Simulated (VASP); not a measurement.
# Al2Pt (Fm-3m) in VASP: further runs, part 3 of 3

VASP 6.6.1.

## (5) Electric field gradients, r2SCAN

The input, POSCAR:

```
Al2Pt
1.0
    5.9100000000      0.0000000000      0.0000000000
    0.0000000000      5.9100000000      0.0000000000
    0.0000000000      0.0000000000      5.9100000000
Al Pt
8 4
Direct
    0.2500000000      0.2500000000      0.2500000000
    0.7500000000      0.7500000000      0.2500000000
    0.7500000000      0.2500000000      0.7500000000
    0.2500000000      0.7500000000      0.7500000000
    0.7500000000      0.7500000000      0.7500000000
    0.2500000000      0.2500000000      0.7500000000
    0.2500000000      0.7500000000      0.2500000000
    0.7500000000      0.2500000000      0.2500000000
    0.0000000000      0.0000000000      0.0000000000
    0.5000000000      0.5000000000      0.0000000000
    0.5000000000      0.0000000000      0.5000000000
    0.0000000000      0.5000000000      0.5000000000
```

The input, INCAR.step1:

```
ALGO     = Normal         # electronic algorithm
EDIFF    = 1E-4           # SCF threshold, eV
ENCUT    = 520            # plane-wave cutoff, eV
GGA      = PE             # functional
ISMEAR   = -1             # smearing method
LASPH    = True           # aspherical terms in the spheres
LCHARG   = False          # write CHGCAR
LREAL    = False          # projectors in reciprocal space
LWAVE    = True           # write WAVECAR
NBANDS   = 44             # bands
NELM     = 80             # most SCF steps
PREC     = Accurate       # precision mode
SIGMA    = 0.05           # smearing width, eV
```

The input, INCAR.step2:

```
ALGO     = Normal         # electronic algorithm
EDIFF    = 1E-8           # SCF threshold, eV
ENCUT    = 520            # plane-wave cutoff, eV
ISIF     = 2              # what is computed and relaxed
ISMEAR   = -1             # smearing method
ISTART   = 1            
LASPH    = True           # aspherical terms in the spheres
LCHARG   = False          # write CHGCAR
LEFG     = True         
LMIXTAU  = True         
LREAL    = False          # projectors in reciprocal space
LWAVE    = False          # write WAVECAR
METAGGA  = R2SCAN         # meta-GGA
NBANDS   = 44             # bands
NELM     = 80             # most SCF steps
PREC     = Accurate       # precision mode
SIGMA    = 0.05           # smearing width, eV
```

The input, KPOINTS:

```
k-points
0
Gamma
  6 6 6
```

Potentials or basis: VASP PAW PBE potentials, release 64 (Al, Pt).

The run is started by

```console
$ cat potpaw_PBE.64/Al/POTCAR potpaw_PBE.64/Pt/POTCAR > POTCAR
$ cp INCAR.step1 INCAR
$ mpirun -np 1 vasp_std > vasp.out
$ cp INCAR.step2 INCAR
$ mpirun -np 1 vasp_std > vasp.out
```

OUTCAR:

```text
EDIFF = 1E-8
   ENCUT = 520
   ISIF = 2
   ISMEAR = -1
   ISTART = 1
   LASPH = True
   LREAL = False
   METAGGA = R2SCAN
   NELM = 80
   PREC = Accurate

 ion  position               nearest neighbor table
   1  0.250  0.250  0.250-   9 2.56  10 2.56  11 2.56  12 2.56   7 2.96   8 2.96   6 2.96   6 2.96
                             7 2.96   8 2.96
   2  0.750  0.750  0.250-   9 2.56  10 2.56  11 2.56  12 2.56   7 2.96   8 2.96   5 2.96   5 2.96
                             8 2.96   7 2.96
   3  0.750  0.250  0.750-   9 2.56  10 2.56  11 2.56  12 2.56   6 2.96   8 2.96   5 2.96   8 2.96
                             5 2.96   6 2.96
   4  0.250  0.750  0.750-   9 2.56  10 2.56  11 2.56  12 2.56   6 2.96   7 2.96   5 2.96   7 2.96
                             6 2.96   5 2.96
   5  0.750  0.750  0.750-   9 2.56  10 2.56  11 2.56  12 2.56   3 2.96   4 2.96   2 2.96   2 2.96
                             3 2.96   4 2.96
   6  0.250  0.250  0.750-   9 2.56  10 2.56  11 2.56  12 2.56   3 2.96   4 2.96   1 2.96   1 2.96
                             4 2.96   3 2.96
   7  0.250  0.750  0.250-   9 2.56  10 2.56  11 2.56  12 2.56   2 2.96   4 2.96   1 2.96   4 2.96
                             1 2.96   2 2.96
[... 1226 lines left out ...]
   5      -0.000    -0.000    -0.000      -0.502
   6      -0.000     0.000    -0.000      -0.629
   7      -0.000    -0.000    -0.000      -0.386
   8      -0.000     0.000    -0.000      -0.708
   9      -0.000    -0.000    -0.000      -0.109
  10      -0.000    -0.000    -0.000      -0.109
  11      -0.000    -0.000    -0.000      -0.107
  12      -0.000    -0.000    -0.000      -0.112
----------------------------------------------------------------------

           NMR quadrupolar parameters

 Cq : quadrupolar parameter    Cq=e*Q*V_zz/h
 eta: asymmetry parameters     (V_yy - V_xx)/ V_zz
 Q  : nuclear electric quadrupole moment in mb (millibarn)
----------------------------------------------------------------------
 ion       Cq(MHz)       eta       Q (mb)
----------------------------------------------------------------------
   1      -0.000      -0.680       1.000
   2      -0.000      -0.650       1.000
   3      -0.000      -0.565       1.000
   4      -0.000      -0.344       1.000
   5      -0.000      -0.502       1.000
   6      -0.000      -0.629       1.000
   7      -0.000      -0.386       1.000
   8      -0.000      -0.708       1.000
   9      -0.000      -0.109       1.000
  10      -0.000      -0.109       1.000
  11      -0.000      -0.107       1.000
  12      -0.000      -0.112       1.000
----------------------------------------------------------------------
```

OUTCAR.step1:

```text
EDIFF = 1E-4
   ENCUT = 520
   GGA = PE
   ISMEAR = -1
   LASPH = True
   LREAL = False
[... 1205 lines left out ...]
      2.95500      2.95500      0.00000        -0.000000     -0.000000      0.000000
      2.95500      0.00000      2.95500         0.000000     -0.000000      0.000000
      0.00000      2.95500      2.95500        -0.000000      0.000000     -0.000000
 -----------------------------------------------------------------------------------
    total drift:                                0.000000      0.000000     -0.000000

  FREE ENERGIE OF THE ION-ELECTRON SYSTEM (eV)
  ---------------------------------------------------
  free  energy   TOTEN  =       -65.0032473130 eV

  energy  without entropy=      -64.9651527551  energy(sigma->0) =      -64.98420003
```

OSZICAR.step1:

```text
N       E                     dE             d eps       ncg     rms          rms(c)
DAV:   1     0.250337572644E+03    0.25034E+03   -0.27107E+04  1760   0.127E+03
DAV:   2    -0.529028042989E+02   -0.30324E+03   -0.27970E+03  2056   0.224E+02
DAV:   3    -0.670935868802E+02   -0.14191E+02   -0.13831E+02  2116   0.435E+01
DAV:   4    -0.672884718453E+02   -0.19488E+00   -0.19455E+00  2064   0.586E+00
DAV:   5    -0.672917280728E+02   -0.32562E-02   -0.32557E-02  2072   0.807E-01    0.171E+01
DAV:   6    -0.654285000541E+02    0.18632E+01   -0.10463E+01  2056   0.170E+01    0.441E+00
DAV:   7    -0.651139291478E+02    0.31457E+00   -0.98001E-01  2000   0.516E+00    0.329E+00
DAV:   8    -0.650037328102E+02    0.11020E+00   -0.11725E-01  1924   0.188E+00    0.575E-01
DAV:   9    -0.650026801979E+02    0.10526E-02   -0.12267E-02  1996   0.582E-01    0.327E-01
DAV:  10    -0.650033150376E+02   -0.63484E-03   -0.25971E-03  1880   0.243E-01    0.606E-02
DAV:  11    -0.650032473130E+02    0.67725E-04   -0.30220E-04  1624   0.101E-01
   1 F= -.65003247E+02 E0= -.64984200E+02  d E =-.380946E-01
```

Wall time 22 min (1 thread of Oxide Virtual Turin-like, shared host); peak memory 0.41 GiB.

What came out:

```yaml
Free_energy: -271.6411 eV
Pressure: -0.6 GPa
Band_gap_on_the_k_mesh: zero (bands 32 and 33 overlap by 2.75 eV)
Largest_electric_field_gradient_by_atom: under 0.05 V/Å² on every atom
```

Levels at points of the mesh, in eV from the Fermi level:
```
           k point  band 29  band 30  band 31  band 32  band 33  band 34  band 35  band 36
(0.00, 0.00, 0.00)    -1.79    -1.79    -1.79    -1.79    -1.79     3.47     3.47     3.47
(0.50, 0.00, 0.00)    -1.00    -1.00    -0.06    -0.06     0.45     0.45     0.45     0.45
(0.50, 0.50, 0.00)    -1.39    -1.39    -1.39    -1.39     1.28     1.28     1.28     1.28
(0.50, 0.50, 0.50)     0.96     0.96     0.96     0.96     0.96     0.96     0.96     0.96
```

Caveat: the PAW data sets were made with another functional, which shifts forces and pressure a little; spin-orbit coupling is left out, which moves the levels of the heavy elements.

## (6) Summary

```csv
level,potentials or basis,k mesh,gap on the mesh (eV),pressure (GPa)
PBEsol,"VASP PAW PBE potentials, release 64 (Al, Pt)",9 × 9 × 9,none,-1.0
PBEsol,"VASP PAW PBE potentials, release 64 (Al, Pt)",6 × 6 × 6,none,-1.0
LDA,"VASP PAW LDA potentials, release 64 (Al, Pt)",6 × 6 × 6,none,-3.6
r2SCAN,"VASP PAW PBE potentials, release 64 (Al, Pt)",6 × 6 × 6,none,-0.6
```

Alike in all rows: task electric field gradients; no spin polarisation; cell as given; cutoff (eV) 520; smearing fermi-dirac 0.05 eV.

Caveats: spin-orbit coupling is left out, which moves the levels of the heavy elements; the PAW data sets were made with another functional, which shifts forces and pressure a little (at least some runs); the cell stands under tension (at least some runs).

Absolute energies hang on the potentials; compare differences alone.
